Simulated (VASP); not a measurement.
# SnO (P4/nmm) in VASP: notebook, part 2 of 2

VASP 6.6.1.

## 5. Single point, PBE (volume scaled by 1.01)

The input, INCAR:

```
SYSTEM = SnO
ALGO = Normal
EDIFF = 1E-6
ENCUT = 520
GGA = PE
ISIF = 2
ISMEAR = -1
LASPH = .True.
LCHARG = .True.
LELF = .True.
LREAL = .False.
LVHAR = .True.
LWAVE = .False.
NBANDS = 28
NELM = 80
PREC = Accurate
SIGMA = 0.01
```

The input, KPOINTS:

```
k-points
0
Gamma
  8 8 6
  0 0 0
```

The input, POSCAR:

```
SnO
1.0
    3.8146313220      0.0000000000      0.0000000000
    0.0000000000      3.8146313220      0.0000000000
    0.0000000000      0.0000000000      4.8520665632
Sn O
2 2
Direct
    0.0000000000      0.5000000000      0.2385000000
    0.5000000000      0.0000000000      0.7615000000
    0.0000000000      0.0000000000      0.0000000000
    0.5000000000      0.5000000000      0.0000000000
```

Potentials or basis: VASP PAW PBE potentials, release 64 (Sn_d, O).

Launch:

```console
> cat potpaw_PBE.64/Sn_d/POTCAR potpaw_PBE.64/O/POTCAR > POTCAR
> mpirun -np 1 vasp_std > vasp.out
```

OUTCAR:

```text
SYSTEM = SnO
   EDIFF = 1E-6
   ENCUT = 520
   GGA = PE
   ISIF = 2
   ISMEAR = -1
   LASPH = .True.
   LREAL = .False.
   NELM = 80
   PREC = Accurate

 ion  position               nearest neighbor table
   1  0.000  0.500  0.239-   3 2.23   4 2.23   3 2.23   4 2.23   2 3.55   2 3.55   2 3.55   2 3.55
                             2 3.70   2 3.70   2 3.70   2 3.70
   2  0.500  0.000  0.761-   3 2.23   4 2.23   4 2.23   3 2.23   1 3.55   1 3.55   1 3.55   1 3.55
                             1 3.70   1 3.70   1 3.70   1 3.70
   3  0.000  0.000  0.000-   1 2.23   2 2.23   1 2.23   2 2.23
   4  0.500  0.500  0.000-   1 2.23   2 2.23   2 2.23   1 2.23

  LATTYP: Found a simple tetragonal cell.
 ALAT       =     3.8146313220
 C/A-ratio  =     1.2719621252

  Lattice vectors:

 A1 = (   3.8146313220,   0.0000000000,   0.0000000000)
 A2 = (   0.0000000000,   3.8146313220,   0.0000000000)
 A3 = (   0.0000000000,   0.0000000000,   4.8520665632)

Analysis of symmetry for initial positions (statically):
=====================================================================
 Subroutine PRICEL returns:
 Original cell was already a primitive cell.

 Routine SETGRP: Setting up the symmetry group for a
 simple tetragonal supercell.

 Subroutine GETGRP returns: Found 16 space group operations
 (whereof  8 operations were pure point group operations)
 out of a pool of 16 trial point group operations.

The static configuration has the point symmetry D_2d.
 The point group associated with its full space group is D_4h.

Analysis of symmetry for dynamics (positions and initial velocities):
=====================================================================
 Subroutine PRICEL returns:
 Original cell was already a primitive cell.

 Routine SETGRP: Setting up the symmetry group for a
 simple tetragonal supercell.

 Subroutine GETGRP returns: Found 16 space group operations
 (whereof  8 operations were pure point group operations)
 out of a pool of 16 trial point group operations.

The dynamic configuration has the point symmetry D_2d.
 The point group associated with its full space group is D_4h.

 Subroutine INISYM returns: Found 16 space group operations
 (whereof  8 operations are pure point group operations),
 and found     1 'primitive' translations

----------------------------------------------------------------------------------------

                                     Primitive cell

  volume of cell :      70.6044

  direct lattice vectors                    reciprocal lattice vectors
     3.814631322  0.000000000  0.000000000     0.262148532  0.000000000  0.000000000
     0.000000000  3.814631322  0.000000000     0.000000000  0.262148532  0.000000000
     0.000000000  0.000000000  4.852066563     0.000000000  0.000000000  0.206097750

  length of vectors
     3.814631322  3.814631322  4.852066563     0.262148532  0.262148532  0.206097750

  position of ions in fractional coordinates (direct lattice)
     0.000000000  0.500000000  0.238500000
     0.500000000  0.000000000  0.761500000
     0.000000000  0.000000000  0.000000000
     0.500000000  0.500000000  0.000000000

  ion indices of the primitive-cell ions
   primitive index   ion index
                 1           1
                 2           2
                 3           3
                 4           4

----------------------------------------------------------------------------------------

 KPOINTS: k-points

Automatic generation of k-mesh.
 Grid dimensions read from file:
 generate k-points for:    8    8    6

 Generating k-lattice:

  Cartesian coordinates                     Fractional coordinates (reciprocal lattice)
     0.032768566  0.000000000  0.000000000     0.125000000  0.000000000  0.000000000
     0.000000000  0.032768566  0.000000000     0.000000000  0.125000000  0.000000000
     0.000000000  0.000000000  0.034349625     0.000000000  0.000000000  0.166666667

  Length of vectors
     0.032768566  0.032768566  0.034349625

  Shift w.r.t. Gamma in fractional coordinates (k-lattice)
     0.000000000  0.000000000  0.000000000

 Subroutine IBZKPT returns following result:
 ===========================================

 Found     60 irreducible k-points:

 Following reciprocal coordinates:
            Coordinates               Weight
  0.000000  0.000000  0.000000      1.000000
  0.125000  0.000000  0.000000      4.000000
  0.250000  0.000000  0.000000      4.000000
  0.375000  0.000000  0.000000      4.000000
  0.500000  0.000000  0.000000      2.000000
  0.125000  0.125000  0.000000      4.000000
[... 16 lines left out ...]
  0.375000  0.125000  0.166667     16.000000
  0.500000  0.125000  0.166667      8.000000
 [... further k-points ...]
   k-points           NKPTS =     60   k-points in BZ     NKDIM =     60   number of bands    NBANDS=     28
   number of dos      NEDOS =    301   number of ions     NIONS =      4
   total plane-waves  NPLWV =  28224
   dimension x,y,z NGX =    28 NGY =   28 NGZ =   36
   dimension x,y,z NGXF=    56 NGYF=   56 NGZF=   72
   ions per type =               2   2
   NGX,Y,Z   is equivalent  to a cutoff of  12.20, 12.20, 12.33 a.u.
   NGXF,Y,Z  is equivalent  to a cutoff of  24.41, 24.41, 24.67 a.u.
 SYSTEM =  SnO
   PREC   = accura    normal or accurate (medium, high low for compatibility)
   ISTART =      0    job   : 0-new  1-cont  2-samecut
   ICHARG =      2    charge: 1-file 2-atom 10-const
   ISPIN  =      1    spin polarized calculation?
   LNONCOLLINEAR =      F non collinear calculations
   LSORBIT =      F    spin-orbit coupling
   LASPH  =      T    aspherical Exc in radial PAW
   ENCUT  =  520.0 eV  38.22 Ry    6.18 a.u.   7.09  7.09  9.02*2*pi/ulx,y,z
   NELM   =     80;   NELMIN=  2; NELMDL= -5     # of ELM steps
   EDIFF  = 0.1E-05   stopping-criterion for ELM
   LREAL  =      F    real-space projection
   EDIFFG = 0.1E-04   stopping-criterion for IOM
   NSW    =      0    number of steps for IOM
   IBRION =     -1    ionic relax: 0-MD 1-quasi-New 2-CG
   NFREE  =      0    steps in history (QN), initial steepest desc. (CG)
   ISIF   =      2    stress and relaxation
   ISYM   =      2    0-nonsym 1-usesym 2-fastsym
   POTIM  = 0.5000    time-step for ionic-motion
   TEBEG  =    0.0;   TEEND  =   0.0 temperature during run
   PSTRESS=    0.0 pullay stress
   NELECT =      40.0000    total number of electrons
   NUPDOWN=      -1.0000    fix difference up-down
   EMIN   =  10.00;   EMAX   =-10.00  energy-range for DOS
   EFERMI =   0.00;   METHOD = LEGACY
   ISMEAR =    -1;   SIGMA  =   0.01  broadening in eV -4-tet -1-fermi 0-gaus
   EFERMI_NEDOS =   21; number of points for ismear=-14 and -15
   IALGO  =     38    algorithm
   IMIX   =      4    mixing-type and parameters
     AMIX     =   0.40;   BMIX     =  1.00
     AMIX_MAG =   1.60;   BMIX_MAG =  1.00
  volume/ion in A,a.u.               =      17.65       119.12
  Fermi-wavevector in a.u.,A,eV,Ry     =   1.354620  2.559861 24.966633  1.834996
  Thomas-Fermi vector in A             =   2.481776
   LORBIT       =      0    0 simple, 1 ext, 2 COOP (PROOUT), +10 PAW based schemes
   GGA     = PE    functional components
   LHFCALC =     F    Hartree Fock is set to
   AEXX    =    0.0000 exact exchange contribution
   IVDW    =     0    specifies the selected vdW correction
   LEPSILON=     F    determine dielectric tensor
   LRPA    =     F    only Hartree local field effects (RPA)
 non-spin polarized calculation
  energy-cutoff  :      520.00
  volume of cell :       70.60
 maximum number of plane-waves:      1920
   NGX = 15   NGY = 15   NGZ = 19

 number of electron      39.9999981 magnetization

 Free energy of the ion-electron system (eV)
  ---------------------------------------------------
  ext. energy  EPLUGINS =         0.00000000
  ---------------------------------------------------
  free energy    TOTEN  =       -22.68733831 eV

  energy without entropy =      -22.68730641  energy(sigma->0) =      -22.68732236

 E-fermi :   7.1155     XC(G=0): -10.2175

 val. band max:        7.0841771691   @ k =   0.0000   0.0000   0.0000
 cond. band min:       7.1492480853   @ k =   0.5000   0.5000   0.0000
 fundamental gap:      0.0650709162
 Fermi energy:         7.1154636891

 k-point     1 :       0.0000    0.0000    0.0000
  band No.  band energies     occupation
      1     -14.9190      2.00000
      2     -14.4977      2.00000
      3     -14.4977      2.00000
      4     -14.4973      2.00000
      5     -14.4572      2.00000
      6     -14.4464      2.00000
[... 20 lines left out ...]
     27      13.7960      0.00000
[... 691 lines left out ...]
      6     -14.4566      2.00000
[... 20 lines left out ...]
     27      15.6648      0.00000
     28      15.6648      0.00000

 [... further k-points ...]
[... 5 lines left out ...]
  --------------------------------------------------------------------------------------
  -------------------------------------------------------------------------------------
  Total        1.6579824      1.6579824      1.2191859      0.0000000      0.0000000      0.0000000
  in kB       37.6234488     37.6234488     27.6661436      0.0000000      0.0000000      0.0000000
  external PRESSURE =      34.3043471 kB  Pullay stress =       0.0000000 kB

 VOLUME and BASIS-vectors are now :
 -----------------------------------------------------------------------------
  energy-cutoff  :      520.00
  volume of cell :       70.60
      direct lattice vectors                 reciprocal lattice vectors
     3.814631322  0.000000000  0.000000000     0.262148532  0.000000000  0.000000000
     0.000000000  3.814631322  0.000000000     0.000000000  0.262148532  0.000000000
     0.000000000  0.000000000  4.852066563     0.000000000  0.000000000  0.206097750

 POSITION                                       TOTAL-FORCE (eV/Angst)
 -----------------------------------------------------------------------------------
      0.00000      1.90732      1.15722         0.000000      0.000000      0.288592
      1.90732      0.00000      3.69485        -0.000000      0.000000     -0.288592
      0.00000      0.00000      0.00000         0.000000      0.000000      0.000000
      1.90732      1.90732      0.00000         0.000000     -0.000000      0.000000
 -----------------------------------------------------------------------------------
    total drift:                                0.000000      0.000000      0.000000

  FREE ENERGIE OF THE ION-ELECTRON SYSTEM (eV)
  ---------------------------------------------------
  free  energy   TOTEN  =       -22.6873383127 eV

  energy  without entropy=      -22.6873064092  energy(sigma->0) =      -22.68732236
```

OSZICAR:

```text
N       E                     dE             d eps       ncg     rms          rms(c)
DAV:   1     0.416611660535E+03    0.41661E+03   -0.19952E+04  3460   0.219E+03
DAV:   2     0.371969912090E+02   -0.37941E+03   -0.36408E+03  3488   0.539E+02
DAV:   3    -0.234646893970E+02   -0.60662E+02   -0.59514E+02  3848   0.181E+02
DAV:   4    -0.263304600228E+02   -0.28658E+01   -0.28501E+01  3856   0.418E+01
DAV:   5    -0.263989414028E+02   -0.68481E-01   -0.68471E-01  3684   0.695E+00    0.117E+01
DAV:   6    -0.227163768901E+02    0.36826E+01   -0.16760E+01  5404   0.449E+01    0.496E+00
DAV:   7    -0.227064844154E+02    0.98925E-02   -0.20486E+00  3968   0.862E+00    0.248E+00
DAV:   8    -0.226938978721E+02    0.12587E-01   -0.28241E-01  4284   0.360E+00    0.807E-01
DAV:   9    -0.226863802505E+02    0.75176E-02   -0.45958E-02  5328   0.222E+00    0.236E-01
DAV:  10    -0.226876565485E+02   -0.12763E-02   -0.71885E-03  4520   0.765E-01    0.140E-01
DAV:  11    -0.226873116779E+02    0.34487E-03   -0.19551E-03  5092   0.411E-01    0.215E-02
DAV:  12    -0.226873453518E+02   -0.33674E-04   -0.26284E-04  3444   0.927E-02    0.324E-02
DAV:  13    -0.226873384993E+02    0.68526E-05   -0.33058E-05  4476   0.534E-02    0.385E-03
DAV:  14    -0.226873383127E+02    0.18656E-06   -0.43045E-06  3612   0.122E-02
   1 F= -.22687338E+02 E0= -.22687322E+02  d E =-.319035E-04
```

Run time: 60 s. Hardware: 1 thread of Intel Xeon 6975P-C (Granite Rapids), shared host; peak memory 0.23 GiB.

What came out:

| Item | Value |
| --- | --- |
| Free energy | -22.6873 eV |
| Pressure | 3.4 GPa |
| Largest force | 0.289 eV/Å |
| Band gap on the k mesh | 0.07 eV, indirect (least direct gap 1.97 eV) |

Forces on the atoms (eV/Å):
```
Sn   0.000  0.000  0.289
Sn   0.000  0.000 -0.289
O    0.000  0.000  0.000
O    0.000  0.000  0.000
```

Levels at points of the mesh, in eV from the valence-band top:
```tsv
k point	band 16	band 17	band 18	band 19	band 20	band 21	band 22	band 23	band 24	band 25
(0.00, 0.00, 0.00)	-6.22	-3.46	-3.14	-3.14	0.00	2.08	4.39	4.64	4.64	5.71
(0.50, 0.00, 0.00)	-4.97	-4.80	-4.80	-2.71	-2.71	3.17	3.17	5.87	5.87	5.99
(0.50, 0.50, 0.00)	-5.10	-2.49	-2.49	-1.90	-1.90	0.07	0.07	4.45	4.45	7.20
(0.00, 0.00, 0.50)	-3.52	-3.16	-3.16	-3.15	-2.22	1.71	2.94	2.94	3.67	7.92
(0.50, 0.00, 0.50)	-5.43	-4.77	-4.77	-1.75	-1.75	2.56	2.56	5.39	5.39	6.66
(0.50, 0.50, 0.50)	-5.55	-2.69	-2.69	-2.49	-2.49	2.32	2.32	4.02	4.02	5.58
```

Caveat: spin-orbit coupling is left out, which moves the levels of the heavy elements. A k mesh can miss the band edges.

## 6. Single point, PBE (volume scaled by 1.04)

The input, INCAR:

```
SYSTEM = SnO
PREC = Accurate
ENCUT = 520
EDIFF = 1E-7
ISMEAR = -1
SIGMA = 0.01
LREAL = .False.
LASPH = .True.
NELM = 60
ALGO = Normal
ISIF = 2
LWAVE = .False.
LCHARG = .True.
GGA = PE
LELF = .True.
LVHAR = .True.
NBANDS = 28
```

The input, KPOINTS:

```
Automatic mesh
0
Gamma
  8 8 6
  0 0 0
```

The input, POSCAR:

```
SnO
1.0
    3.8520320533      0.0000000000      0.0000000000
    0.0000000000      3.8520320533      0.0000000000
    0.0000000000      0.0000000000      4.8996388769
Sn O
2 2
Direct
    0.0000000000      0.5000000000      0.2385000000
    0.5000000000      0.0000000000      0.7615000000
    0.0000000000      0.0000000000      0.0000000000
    0.5000000000      0.5000000000      0.0000000000
```

Potentials or basis: VASP PAW PBE potentials, release 64 (Sn_d, O).

Launch:

```console
> cat potpaw_PBE.64/Sn_d/POTCAR potpaw_PBE.64/O/POTCAR > POTCAR
> mpirun -np 1 vasp_std > vasp.out
```

It took 65 s on 1 thread of Intel Xeon 6975P-C (Granite Rapids), shared host; peak memory 0.24 GiB.

Results (log left out):

```yaml
Free_energy: -22.7156 eV
Pressure: 0.7 GPa
Largest_force: 0.102 eV/Å
Band_gap_on_the_k_mesh: 0.17 eV, indirect (least direct gap 2.01 eV)
```

Forces on the atoms (eV/Å):
```
Sn   0.000  0.000 -0.102
Sn   0.000  0.000  0.102
O    0.000  0.000  0.000
O    0.000  0.000  0.000
```

Stress tensor (GPa, compression positive):
```
0.78 0.00 0.00
0.00 0.78 0.00
0.00 0.00 0.43
```

Levels at points of the mesh, in eV from the valence-band top:
```
           k point  band 17  band 18  band 19  band 20  band 21  band 22  band 23  band 24
(0.00, 0.00, 0.00)    -3.24    -2.93    -2.93     0.00     2.04     4.42     4.64     4.64
(0.50, 0.00, 0.00)    -4.54    -4.54    -2.55    -2.55     3.14     3.14     5.81     5.81
(0.50, 0.50, 0.00)    -2.29    -2.29    -1.84    -1.84     0.17     0.17     4.50     4.50
(0.00, 0.00, 0.50)    -3.22    -2.94    -2.94    -2.05     1.76     3.00     3.00     3.66
(0.50, 0.00, 0.50)    -4.50    -4.50    -1.63    -1.63     2.56     2.56     5.36     5.36
(0.50, 0.50, 0.50)    -2.59    -2.59    -2.29    -2.29     2.40     2.40     3.98     3.98
```

Caveat: spin-orbit coupling is left out, which moves the levels of the heavy elements. A k mesh can miss the band edges.

## 7. The runs side by side

| cell | gap on the mesh (eV) | pressure (GPa) | largest force (eV/Å) |
| --- | --- | --- | --- |
| a = 3.877, b = 3.877, c = 4.931 Å, 4 atoms | 0.24 | -1.0 | 0.34 |
| a = 3.724, b = 3.724, c = 4.737 Å, 4 atoms | none | 11.8 | 1.42 |
| a = 3.776, b = 3.776, c = 4.804 Å, 4 atoms | none | 6.6 | 0.75 |
| a = 3.815, b = 3.815, c = 4.852 Å, 4 atoms | 0.07 | 3.4 | 0.29 |
| a = 3.852, b = 3.852, c = 4.900 Å, 4 atoms | 0.17 | 0.7 | 0.10 |

Alike in all rows: task single point; level PBE; potentials or basis VASP PAW PBE potentials, release 64 (Sn_d, O); no spin polarisation; k mesh 8 × 8 × 6; cutoff (eV) 520; smearing fermi-dirac 0.01 eV.

Caveats: spin-orbit coupling is left out, which moves the levels of the heavy elements; forces of over 1 eV/Å act on the atoms, so gaps and moduli don't describe the material at rest (some runs).

Absolute energies hang on the potentials; compare differences alone.
